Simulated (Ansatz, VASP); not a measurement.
# AlNi in VASP and in Ansatz

```
CELL_PARAMETERS angstrom
1.93869 -1.95319 0.00000
1.93869 1.95319 0.00000
0.00000 0.00000 3.09943
ATOMIC_POSITIONS crystal
Al 0.00000 0.00000 0.00000
Ni 0.50000 0.50000 0.50000
```

Alike in both runs: task single point; functional PBEsol; k mesh 16 × 16 × 14; occupations methfessel-paxton of order 1, width 0.5 eV; no spin polarisation.

|  | VASP | Ansatz |
| --- | --- | --- |
| version | VASP 6.6.1 | Ansatz 0.2.0 |
| potentials or method | VASP PAW PBE potentials, release 64 (Al, Ni), cutoff 520 eV | scalar-relativistic, plane waves, PAW |
| valence electrons in the cell | 13 | 21 |

|  | VASP | Ansatz | Ansatz less VASP |
| --- | --- | --- | --- |
| gap on the k mesh at the Fermi level (eV) | none | none | - |
| pressure (GPa) | 0.6 | 0.4 | -0.19 |
| traceless stress, the component that is largest in VASP (GPa) | -4.23 | -4.08 | +0.153 |

VASP's potentials were made for PBE, not for PBEsol. A gap of «none» marks a metal or a gap that the smearing closes. VASP's potentials hold 13 valence electrons a cell and Ansatz's 21, so a difference there can come from the potentials and not from the codes.
